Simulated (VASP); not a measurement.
# SnTe: relaxation of cell and atoms with PBE

Crystal: SnTe.

```
CELL_PARAMETERS angstrom
0.00000 -3.15650 -3.15650
3.15650 0.00000 -3.15650
3.15650 -3.15650 0.00000
ATOMIC_POSITIONS crystal
Sn 0.00000 0.00000 0.00000
Te 0.50000 0.50000 0.50000
```

```yaml
Program: VASP 6.6.1
Task: relaxation of cell and atoms
Functional: PBE
Potentials_or_basis: VASP PAW PBE potentials, release 64 (Sn_d, Te)
Cutoff: 600 eV
k_mesh: 10 × 10 × 10
Occupations: gaussian, width 0.01 eV
Spin: no spin polarisation
Dipole_correction: no
Further_INCAR_settings: ALGO = Normal; EDIFF = 1e-06; IBRION = 2; EDIFFG = -0.005; NSW = 100; ISIF = 3
```

- Relaxed volume: 32.93 Å³/atom
- Relaxed cell: a = 4.533 Å, b = 4.533 Å, c = 4.533 Å, α = 60.00°, β = 60.00°, γ = 60.00°
- Space group after relaxing (to 0.05 Å): Fm-3m (No. 225)
- Energy gained by relaxing: 8.8 meV/atom
- Ionic steps: 3
- Pressure after relaxing: 0.0 GPa
- Band gap on the k mesh: 0.05 eV, direct

The path:
| step | energy change (eV) | largest force (eV/Å) | pressure (GPa) | volume (Å³) |
| --- | --- | --- | --- | --- |
| 1 | 0.0000 | 0.0000 | 1.97 | 62.90 |
| 2 | -0.0169 | 0.0000 | -0.36 | 66.48 |
| 3 | -0.0176 | 0.0000 | 0.00 | 65.86 |

Final structure:
```
CELL_PARAMETERS angstrom
0.00000 -3.20521 -3.20521
3.20521 0.00000 -3.20521
3.20521 -3.20521 0.00000
ATOMIC_POSITIONS crystal
Sn 0.00000 0.00000 0.00000
Te 0.50000 0.50000 0.50000
```

Levels at points of the mesh, in eV from the valence-band top:
```tsv
k point	band 8	band 9	band 10	band 11	band 12	band 13
(0.00, 0.00, 0.00)	-2.00	-2.00	-2.00	3.25	3.25	3.25
(0.50, 0.00, 0.00)	-1.67	-1.67	0.00	0.05	0.45	0.45
(0.50, 0.50, 0.00)	-5.21	-3.49	-3.49	2.38	4.69	4.69
```

It took 44 s on 1 thread of Intel(R) Xeon(R) Platinum 8559C (Emerald Rapids), with other jobs on the host, peak memory 0.25 GiB.

Caveat: spin-orbit coupling is left out, which moves the levels of the heavy elements. PBE usually gives volumes a little too large and moduli too small.
